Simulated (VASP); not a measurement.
Here is a VASP 6.6.1 calculation.

Contents of INCAR:

```
SYSTEM = GaSi16
  ALGO = Normal
  EDIFF = 1E-7
  ENCUT = 520
  GGA = CA
  ISIF = 2
  ISMEAR = -1
  ISPIN = 2
  LASPH = .True.
  LCHARG = .False.
  LORBIT = 11
  LREAL = Auto
  LWAVE = .False.
  MAGMOM = 0 0 0 0 0 0 0 0 0 0 0 0 0 0 0 0 0
  NBANDS = 56
  NELM = 150
  PREC = Accurate
  SIGMA = 0.02
```

Contents of KPOINTS:

```
k-points
0
Gamma
  2 2 2
  0 0 0
```

POSCAR

```
GaSi16
1.0
    0.0000000000      5.4300000000      5.4300000000
    5.4300000000      0.0000000000      5.4300000000
    5.4300000000      5.4300000000      0.0000000000
Si Ga
16 1
Direct
    0.0004484346     -0.0009268877     -0.0006548803
    0.1208326888      0.1200420810      0.1201853591
   -0.0025790976     -0.0030234807      0.5022111418
    0.1210630755      0.1203271639      0.6371807551
   -0.0025260589      0.5020466851     -0.0029113260
    0.1211089319      0.6369113260      0.1205197974
   -0.0024989871      0.5022341621      0.5024113260
    0.1290368324      0.6233500921      0.6234661142
    0.5030045120     -0.0032581031     -0.0031978821
    0.6382790055      0.1201436464      0.1202806630
    0.5029681400     -0.0030001842      0.5022292818
    0.6238408840      0.1287764273      0.6231545120
    0.5029866483      0.5020778085     -0.0029026703
    0.6238817680      0.6230790055      0.1287946593
    0.5000908840      0.4997628913      0.4997991713
    0.6238137201      0.6233980663      0.6234923573
    0.2505090239      0.2489935543      1.2492889503
```

Potentials or basis: VASP PAW LDA potentials, release 64 (Si, Ga_d).

Command:

```sh
$ cat potpaw_LDA.64/Si/POTCAR potpaw_LDA.64/Ga_d/POTCAR > POTCAR
$ mpirun -np 1 vasp_std > vasp.out
```

Question: Predict the largest force.

Answer: 0.007 eV/Å.

Question: Estimate the net moment.

Answer: 0.00 μB per cell.

Question: What does it give for the pressure?

Answer: 2.4 GPa.

Forces in eV/Å, atoms in the order of the input:
```
Si   0.005  0.001  0.002
Si  -0.001 -0.001  0.000
Si  -0.004  0.003  0.005
Si   0.003 -0.001 -0.001
Si  -0.003  0.004  0.002
Si   0.002 -0.002 -0.001
Si  -0.006  0.001  0.000
Si  -0.001 -0.005 -0.004
Si   0.007  0.000 -0.002
Si  -0.003  0.001  0.001
Si  -0.003 -0.005 -0.002
Si  -0.001  0.005 -0.005
Si  -0.001 -0.001 -0.004
Si  -0.001 -0.005  0.005
Si   0.004 -0.001  0.001
Si  -0.002  0.004  0.003
Ga   0.005  0.000  0.000
```

Caveat: the k points lie up to 0.50 Å⁻¹ apart.
